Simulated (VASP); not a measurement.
# Au3C in VASP: a series of runs

Au3C is run at these levels: PBE; tasks: single point.

All numbers are computed with VASP 6.6.1; they aren't measurements. Logs are shortened: lines on timing, memory, paths and dates and some standing lists are left out, and cuts for length are marked.

## 1. The cell of the first run

The cell holds a slab with vacuum, 4 atoms: a = 2.940 Å, b = 2.940 Å, c = 21.897 Å, α = 90.00°, β = 90.00°, γ = 120.00°.

## 2. Single point, PBE

File INCAR:

```
SYSTEM = Au3C
PREC = Accurate
ENCUT = 520
EDIFF = 1E-6
ISMEAR = 0
SIGMA = 0.1
LREAL = .FALSE.
LASPH = .TRUE.
NELM = 80
ALGO = Normal
ISIF = 2
LWAVE = .FALSE.
LCHARG = .FALSE.
LDIPOL = .TRUE.
IDIPOL = 3
DIPOL = 0.5 0.5 0.359
GGA = PE
NBANDS = 26
```

File KPOINTS:

```
Automatic mesh
0
G
  9 9 1
  0 0 0
```

File POSCAR:

```
Au3C
1.0
    2.9402049748      0.0000000000      0.0000000000
   -1.4701024874      2.5462922005      0.0000000000
    0.0000000000      0.0000000000     21.8974947720
Au C
3 1
Direct
    0.6666666667      0.3333333333      0.1826692981
    0.3333333333      0.6666666667      0.2945190844
    0.0000000000      0.0000000000      0.4063247812
    0.2222222222     -0.2222222222      0.5510901999
```

Potentials or basis: VASP PAW PBE potentials, release 64 (Au, C).

The run is started by

```bash
cat potpaw_PBE.64/Au/POTCAR potpaw_PBE.64/C/POTCAR > POTCAR
mpirun -np 1 vasp_std > vasp.out
```

OUTCAR:

```text
SYSTEM = Au3C
   PREC = Accurate
   ENCUT = 520
   EDIFF = 1E-6
   ISMEAR = 0
   LREAL = .FALSE.
   LASPH = .TRUE.
   NELM = 80
   ISIF = 2
   GGA = PE

 ion  position               nearest neighbor table
   1  0.667  0.333  0.183-   2 2.98   2 2.98   2 2.98
   2  0.333  0.667  0.295-   3 2.98   3 2.98   3 2.98   1 2.98   1 2.98   1 2.98
   3  0.000  0.000  0.406-   2 2.98   2 2.98   2 2.98
   4  0.222  0.778  0.551-

  LATTYP: Found a hexagonal cell.
 ALAT       =     2.9402049748
 C/A-ratio  =     7.4476082313

  Lattice vectors:

 A1 = (   2.9402049748,   0.0000000000,   0.0000000000)
 A2 = (  -1.4701024874,   2.5462922005,   0.0000000000)
 A3 = (   0.0000000000,   0.0000000000,  21.8974947720)

Analysis of symmetry for initial positions (statically):
=====================================================================
 Subroutine PRICEL returns:
 Original cell was already a primitive cell.

 Routine SETGRP: Setting up the symmetry group for a
 hexagonal supercell.

 Subroutine GETGRP returns: Found  2 space group operations
 (whereof  2 operations were pure point group operations)
 out of a pool of 24 trial point group operations.

The static configuration has the point symmetry C_1h.

Analysis of symmetry for dynamics (positions and initial velocities):
=====================================================================
 Subroutine PRICEL returns:
 Original cell was already a primitive cell.

 Routine SETGRP: Setting up the symmetry group for a
 hexagonal supercell.

 Subroutine GETGRP returns: Found  2 space group operations
 (whereof  2 operations were pure point group operations)
 out of a pool of 24 trial point group operations.

The dynamic configuration has the point symmetry C_1h.

 Subroutine INISYM returns: Found  2 space group operations
 (whereof  2 operations are pure point group operations),
 and found     1 'primitive' translations

----------------------------------------------------------------------------------------

                                     Primitive cell

  volume of cell :     163.9382

  direct lattice vectors                    reciprocal lattice vectors
     2.940204975  0.000000000  0.000000000     0.340112342  0.196363952  0.000000000
    -1.470102487  2.546292200  0.000000000     0.000000000  0.392727904  0.000000000
     0.000000000  0.000000000 21.897494772     0.000000000  0.000000000  0.045667325

  length of vectors
     2.940204975  2.940204975 21.897494772     0.392727904  0.392727904  0.045667325

  position of ions in fractional coordinates (direct lattice)
     0.666666667  0.333333333  0.182669298
     0.333333333  0.666666667  0.294519084
     0.000000000  0.000000000  0.406324781
     0.222222222  0.777777778  0.551090200

  ion indices of the primitive-cell ions
   primitive index   ion index
                 1           1
                 2           2
                 3           3
                 4           4

----------------------------------------------------------------------------------------

 KPOINTS: Automatic mesh

Automatic generation of k-mesh.
 Grid dimensions read from file:
 generate k-points for:    9    9    1

 Generating k-lattice:

  Cartesian coordinates                     Fractional coordinates (reciprocal lattice)
     0.037790260  0.021818217  0.000000000     0.111111111  0.000000000  0.000000000
     0.000000000  0.043636434  0.000000000     0.000000000  0.111111111  0.000000000
     0.000000000  0.000000000  0.045667325     0.000000000  0.000000000  1.000000000

  Length of vectors
     0.043636434  0.043636434  0.045667325

  Shift w.r.t. Gamma in fractional coordinates (k-lattice)
     0.000000000  0.000000000  0.000000000

 Subroutine IBZKPT returns following result:
 ===========================================

 Found     25 irreducible k-points:

 Following reciprocal coordinates:
            Coordinates               Weight
  0.000000  0.000000  0.000000      1.000000
  0.111111  0.000000  0.000000      4.000000
 -0.111111  0.111111  0.000000      2.000000
  0.222222 -0.000000  0.000000      4.000000
 -0.222222  0.222222  0.000000      2.000000
  0.333333 -0.000000  0.000000      4.000000
[... 16 lines left out ...]
 -0.222222 -0.444444  0.000000      4.000000
  0.444444  0.333333  0.000000      4.000000
   k-points           NKPTS =     25   k-points in BZ     NKDIM =     25   number of bands    NBANDS=     26
   number of dos      NEDOS =    301   number of ions     NIONS =      4
   total plane-waves  NPLWV =  96768
   dimension x,y,z NGX =    24 NGY =   24 NGZ =  168
   dimension x,y,z NGXF=    48 NGYF=   48 NGZF=  336
   ions per type =               3   1
   NGX,Y,Z   is equivalent  to a cutoff of  13.57, 13.57, 12.75 a.u.
   NGXF,Y,Z  is equivalent  to a cutoff of  27.14, 27.14, 25.51 a.u.
 SYSTEM =  Au3C
   PREC   = accura    normal or accurate (medium, high low for compatibility)
   ISTART =      0    job   : 0-new  1-cont  2-samecut
   ICHARG =      2    charge: 1-file 2-atom 10-const
   ISPIN  =      1    spin polarized calculation?
   LNONCOLLINEAR =      F non collinear calculations
   LSORBIT =      F    spin-orbit coupling
   LASPH  =      T    aspherical Exc in radial PAW
   ENCUT  =  520.0 eV  38.22 Ry    6.18 a.u.   5.47  5.47 40.71*2*pi/ulx,y,z
   NELM   =     80;   NELMIN=  2; NELMDL= -5     # of ELM steps
   EDIFF  = 0.1E-05   stopping-criterion for ELM
   LREAL  =      F    real-space projection
   EDIFFG = 0.1E-04   stopping-criterion for IOM
   NSW    =      0    number of steps for IOM
   IBRION =     -1    ionic relax: 0-MD 1-quasi-New 2-CG
   NFREE  =      0    steps in history (QN), initial steepest desc. (CG)
   ISIF   =      2    stress and relaxation
   ISYM   =      2    0-nonsym 1-usesym 2-fastsym
   POTIM  = 0.5000    time-step for ionic-motion
   TEBEG  =    0.0;   TEEND  =   0.0 temperature during run
   PSTRESS=    0.0 pullay stress
   NELECT =      37.0000    total number of electrons
   NUPDOWN=      -1.0000    fix difference up-down
   EMIN   =  10.00;   EMAX   =-10.00  energy-range for DOS
   EFERMI =   0.00;   METHOD = LEGACY
   ISMEAR =     0;   SIGMA  =   0.10  broadening in eV -4-tet -1-fermi 0-gaus
   EFERMI_NEDOS =   21; number of points for ismear=-14 and -15
   IALGO  =     38    algorithm
   IMIX   =      4    mixing-type and parameters
     AMIX     =   0.40;   BMIX     =  1.00
     AMIX_MAG =   1.60;   BMIX_MAG =  1.00
  volume/ion in A,a.u.               =      40.98       276.58
  Fermi-wavevector in a.u.,A,eV,Ry     =   0.996740  1.883566 13.517266  0.993491
  Thomas-Fermi vector in A             =   2.128849
   LORBIT       =      0    0 simple, 1 ext, 2 COOP (PROOUT), +10 PAW based schemes
   GGA     = PE    functional components
   LHFCALC =     F    Hartree Fock is set to
   AEXX    =    0.0000 exact exchange contribution
   IVDW    =     0    specifies the selected vdW correction
   LEPSILON=     F    determine dielectric tensor
   LRPA    =     F    only Hartree local field effects (RPA)
 non-spin polarized calculation
 Gauss-broadening in eV      SIGMA  =   0.10
  energy-cutoff  :      520.00
  volume of cell :      163.94
 maximum number of plane-waves:      4481
 NGX is ok and might be reduce to    24
   NGX = 11   NGY = 11   NGZ = 81

 dipolmoment           0.000000      0.000000     -0.000029 electrons x Angstroem

 number of electron      36.9999997 magnetization

 dipolmoment           0.000000      0.000000      0.024040 electrons x Angstroem

 Free energy of the ion-electron system (eV)
  ---------------------------------------------------
  ext. energy  EPLUGINS =         0.00000000
  ---------------------------------------------------
  free energy    TOTEN  =       -11.49986474 eV

  energy without entropy =      -11.47471656  energy(sigma->0) =      -11.48729065

 E-fermi :  -0.4929     XC(G=0):  -5.8487

 val. band max:       -0.5019200008   @ k =  -0.2222   0.4444   0.0000
 cond. band min:      -0.4705017611   @ k =   0.2222   0.1111   0.0000
 fundamental gap:      0.0314182397
 Fermi energy:        -0.4928761542

 k-point     1 :       0.0000    0.0000    0.0000
  band No.  band energies     occupation
      1     -10.2480      2.00000
      2      -8.6688      2.00000
      3      -7.2591      2.00000
      4      -6.8266      2.00000
      5      -4.6042      2.00000
      6      -4.4202      2.00000
[... 18 lines left out ...]
     25       5.2477      0.00000
     26       5.9228      0.00000

 k-point     2 :       0.1111    0.0000    0.0000
  band No.  band energies     occupation
      1     -10.0734      2.00000
      2      -8.3145      2.00000
      3      -6.9062      2.00000
      4      -6.5131      2.00000
      5      -4.6504      2.00000
      6      -4.5912      2.00000
[... 18 lines left out ...]
     25       5.5178      0.00000
     26       6.1729      0.00000

 k-point     3 :      -0.1111    0.1111    0.0000
  band No.  band energies     occupation
      1     -10.0732      2.00000
      2      -8.3146      2.00000
      3      -6.9060      2.00000
      4      -6.5130      2.00000
      5      -4.6493      2.00000
      6      -4.5917      2.00000
[... 18 lines left out ...]
     25       5.5168      0.00000
     26       6.1728      0.00000

 k-point     4 :       0.2222   -0.0000    0.0000
  band No.  band energies     occupation
      1      -9.5806      2.00000
      2      -7.3984      2.00000
      3      -6.1600      2.00000
      4      -5.8702      2.00000
      5      -5.0774      2.00000
      6      -4.8030      2.00000
[... 18 lines left out ...]
     25       6.3099      0.00000
     26       6.9216      0.00000

 k-point     5 :      -0.2222    0.2222    0.0000
  band No.  band energies     occupation
      1      -9.5797      2.00000
      2      -7.3986      2.00000
      3      -6.1591      2.00000
      4      -5.8698      2.00000
      5      -5.0756      2.00000
      6      -4.8031      2.00000
[... 18 lines left out ...]
     25       6.3039      0.00000
     26       6.9216      0.00000

 k-point     6 :       0.3333   -0.0000    0.0000
  band No.  band energies     occupation
      1      -8.8874      2.00000
      2      -6.5915      2.00000
      3      -6.0651      2.00000
      4      -5.7982      2.00000
      5      -5.5279      2.00000
      6      -4.6973      2.00000
[... 427 lines left out ...]
 k-point    21 :      -0.2222    0.4444    0.0000
  band No.  band energies     occupation
      1      -8.5392      2.00000
      2      -5.9024      2.00000
      3      -5.6706      2.00000
      4      -5.3204      2.00000
      5      -5.0840      2.00000
      6      -4.7462      2.00000
[... 18 lines left out ...]
     25       6.8964      0.00000
     26       7.8529      0.00000

 k-point    22 :       0.3333    0.2222    0.0000
  band No.  band energies     occupation
      1      -8.0608      2.00000
      2      -5.6983      2.00000
      3      -5.6713      2.00000
      4      -5.4227      2.00000
      5      -5.0381      2.00000
      6      -4.8430      2.00000
[... 18 lines left out ...]
     25       5.9592      0.00000
     26       6.9428      0.00000

 k-point    23 :      -0.2222   -0.4444    0.0000
  band No.  band energies     occupation
      1      -8.0600      2.00000
      2      -5.6979      2.00000
      3      -5.6712      2.00000
      4      -5.4229      2.00000
      5      -5.0389      2.00000
      6      -4.8426      2.00000
[... 18 lines left out ...]
     25       5.9528      0.00000
     26       6.9782      0.00000

 k-point    24 :       0.4444    0.3333    0.0000
  band No.  band energies     occupation
      1      -8.0588      2.00000
      2      -5.6983      2.00000
      3      -5.6709      2.00000
      4      -5.4224      2.00000
      5      -5.0393      2.00000
      6      -4.8414      2.00000
[... 18 lines left out ...]
     25       5.9586      0.00000
     26       6.8740      0.00000

 [... further k-points ...]

------------------------ aborting loop because EDIFF is reached ----------------------------------------

 vacuum level on the upper side and lower side of the slab       (xc-potential included)         0.278        -0.289

  FORCE on cell =-STRESS in cart. coord.  units (eV):
  Direction    XX          YY          ZZ          XY          YZ          ZX
  --------------------------------------------------------------------------------------
  -------------------------------------------------------------------------------------
  Total       -5.8923585     -5.8223108     -2.6113442      0.0606631      0.0836113     -0.1448190
  in kB      -57.5863386    -56.9017583    -25.5208079      0.5928639      0.8171380     -1.4153237
  external PRESSURE =     -46.6696349 kB  Pullay stress =       0.0000000 kB

 VOLUME and BASIS-vectors are now :
 -----------------------------------------------------------------------------
  energy-cutoff  :      520.00
  volume of cell :      163.94
      direct lattice vectors                 reciprocal lattice vectors
     2.940204975  0.000000000  0.000000000     0.340112342  0.196363952  0.000000000
    -1.470102487  2.546292200  0.000000000     0.000000000  0.392727904  0.000000000
     0.000000000  0.000000000 21.897494772     0.000000000  0.000000000  0.045667325

 POSITION                                       TOTAL-FORCE (eV/Angst)
 -----------------------------------------------------------------------------------
      1.47010      0.84876      4.00000         0.000257     -0.000148      0.144685
     -0.00000      1.69753      6.44923         0.001631     -0.000942      0.076916
      0.00000      0.00000      8.89749         0.042122     -0.024319      0.306542
     -0.49003      1.98045     12.06749        -0.044009      0.025409     -0.528142
 -----------------------------------------------------------------------------------
    total drift:                                0.000111     -0.000064     -0.000322

  FREE ENERGIE OF THE ION-ELECTRON SYSTEM (eV)
  ---------------------------------------------------
  free  energy   TOTEN  =       -11.4998647380 eV

  energy  without entropy=      -11.4747165595  energy(sigma->0) =      -11.48729065

 vacuum level on the upper side and lower side of the slab         5.440         4.861
```

Run time: 4.1 min. Hardware: 1 thread of Oxide Virtual Turin-like, shared host; peak memory 0.3 GiB.

Results:

| Item | Value |
| --- | --- |
| Free energy | -11.4999 eV |
| Largest force | 0.531 eV/Å |

Forces on the atoms (eV/Å):
```
Au   0.000  0.000  0.145
Au   0.002 -0.001  0.077
Au   0.042 -0.024  0.307
C   -0.044  0.025 -0.528
```

Levels at points of the mesh, in eV from the Fermi level:
| k point | band 15 | band 16 | band 17 | band 18 | band 19 | band 20 | band 21 | band 22 | band 23 | band 24 |
| --- | --- | --- | --- | --- | --- | --- | --- | --- | --- | --- |
| (0.00, 0.00, 0.00) | -2.20 | -2.20 | -1.85 | -1.78 | -1.78 | -0.48 | 1.46 | 2.66 | 2.66 | 5.06 |

Caveat: spin-orbit coupling is left out, which moves the levels of the heavy elements.

## 3. Single point, PBE

File INCAR:

```
SYSTEM = Au3C
ALGO = Normal
DIPOL = 0.5 0.5 0.340
EDIFF = 1E-7
ENCUT = 520
GGA = PE
IDIPOL = 3
ISIF = 2
ISMEAR = 0
LASPH = .True.
LCHARG = .False.
LDIPOL = .True.
LREAL = .False.
LWAVE = .False.
NBANDS = 26
NELM = 100
PREC = Accurate
SIGMA = 0.1
```

File KPOINTS:

```
k-points
0
Gamma
  9 9 1
  0 0 0
```

Changes to POSCAR since step 2:

```diff
@@ -11,2 +11,2 @@
     0.0000000000      0.0000000000      0.4063247812
-    0.2222222222     -0.2222222222      0.5510901999
+    0.4444444444     -0.4444444444      0.4771091342
```

Potentials or basis: VASP PAW PBE potentials, release 64 (Au, C).

The run is started by

```bash
cat potpaw_PBE.64/Au/POTCAR potpaw_PBE.64/C/POTCAR > POTCAR
mpirun -np 1 vasp_std > vasp.out
```

It took 2.8 min on 1 thread of Oxide Virtual Turin-like, shared host; peak memory 0.31 GiB.

Results (log left out):

| Property | Result |
| --- | --- |
| Free energy | -13.3927 eV |
| Largest force | 0.802 eV/Å |

Forces on the atoms (eV/Å):
```
Au   0.004 -0.002  0.025
Au   0.040 -0.023  0.001
Au   0.123 -0.071  0.753
C   -0.167  0.097 -0.779
```

Levels at points of the mesh, in eV from the Fermi level:
| k point | band 16 | band 17 | band 18 | band 19 | band 20 | band 21 | band 22 | band 23 |
| --- | --- | --- | --- | --- | --- | --- | --- | --- |
| (0.00, 0.00, 0.00) | -2.67 | -1.96 | -1.95 | -1.39 | -0.02 | 2.23 | 3.00 | 4.49 |

Caveat: spin-orbit coupling is left out, which moves the levels of the heavy elements.

## 4. Single point, PBE

File INCAR:

```
PREC = Accurate ; ENCUT = 520
EDIFF = 1E-6 ; ISMEAR = 0
SIGMA = 0.1 ; LREAL = F
LASPH = T ; NELM = 80
ALGO = Normal ; ISIF = 2
LWAVE = F ; LCHARG = F
LDIPOL = T ; IDIPOL = 3
DIPOL = 0.5 0.5 0.348 ; GGA = PE
NBANDS = 26
```

File KPOINTS:

```
Automatic mesh
0
Gamma
  9 9 1
```

Changes to POSCAR since step 3:

```diff
@@ -11,2 +11,2 @@
     0.0000000000      0.0000000000      0.4063247812
-    0.4444444444     -0.4444444444      0.4771091342
+    0.4444444444     -0.4444444444      0.5099896079
```

Potentials or basis: VASP PAW PBE potentials, release 64 (Au, C).

The run is started by

```bash
cat potpaw_PBE.64/Au/POTCAR potpaw_PBE.64/C/POTCAR > POTCAR
mpirun -np 1 vasp_std > vasp.out
```

OUTCAR:

```text
PREC = Accurate
   ENCUT = 520
   EDIFF = 1E-6
   ISMEAR = 0
   LREAL = F
   LASPH = T
   NELM = 80
   ISIF = 2
   GGA = PE

 ion  position               nearest neighbor table
   1  0.667  0.333  0.183-   2 2.98   2 2.98   2 2.98
   2  0.333  0.667  0.295-   3 2.98   3 2.98   3 2.98   1 2.98   1 2.98   1 2.98
   3  0.000  0.000  0.406-   4 2.72   4 2.72   2 2.98   2 2.98   2 2.98
   4  0.444  0.556  0.510-   3 2.72   3 2.72

  LATTYP: Found a hexagonal cell.
 ALAT       =     2.9402049748
 C/A-ratio  =     7.4476082313

  Lattice vectors:

[... 897 lines left out ...]
  --------------------------------------------------------------------------------------
  -------------------------------------------------------------------------------------
  Total       -4.6259412     -5.0470340     -3.9401282     -0.3646770     -0.0408956      0.0708333
  in kB      -45.2095740    -49.3249362    -38.5070856     -3.5640082     -0.3996750      0.6922574
  external PRESSURE =     -44.3471986 kB  Pullay stress =       0.0000000 kB

 VOLUME and BASIS-vectors are now :
 -----------------------------------------------------------------------------
  energy-cutoff  :      520.00
  volume of cell :      163.94
      direct lattice vectors                 reciprocal lattice vectors
     2.940204975  0.000000000  0.000000000     0.340112342  0.196363952  0.000000000
    -1.470102487  2.546292200  0.000000000     0.000000000  0.392727904  0.000000000
     0.000000000  0.000000000 21.897494772     0.000000000  0.000000000  0.045667325

 POSITION                                       TOTAL-FORCE (eV/Angst)
 -----------------------------------------------------------------------------------
      1.47010      0.84876      4.00000         0.002647     -0.001528      0.116830
     -0.00000      1.69753      6.44923         0.021116     -0.012191      0.056931
      0.00000      0.00000      8.89749        -0.083374      0.048136      1.230745
      0.49003      1.41461     11.16749         0.059611     -0.034417     -1.404505
 -----------------------------------------------------------------------------------
    total drift:                                0.000026     -0.000015     -0.000026

  FREE ENERGIE OF THE ION-ELECTRON SYSTEM (eV)
  ---------------------------------------------------
  free  energy   TOTEN  =       -12.3676747073 eV

  energy  without entropy=      -12.3603337148  energy(sigma->0) =      -12.36400421

 vacuum level on the upper side and lower side of the slab         5.509         4.716
```

It took 2.9 min on 1 thread of Oxide Virtual Turin-like, shared host; peak memory 0.31 GiB.

Results:

```yaml
Free_energy: -12.3677 eV
Largest_force: 1.406 eV/Å
```

Forces in eV/Å, atoms in the order of the input:
```
Au   0.003 -0.002  0.117
Au   0.021 -0.012  0.057
Au  -0.083  0.048  1.231
C    0.060 -0.034 -1.405
```

Caveat: spin-orbit coupling is left out, which moves the levels of the heavy elements.

(Part 1 of 2 ends here.)
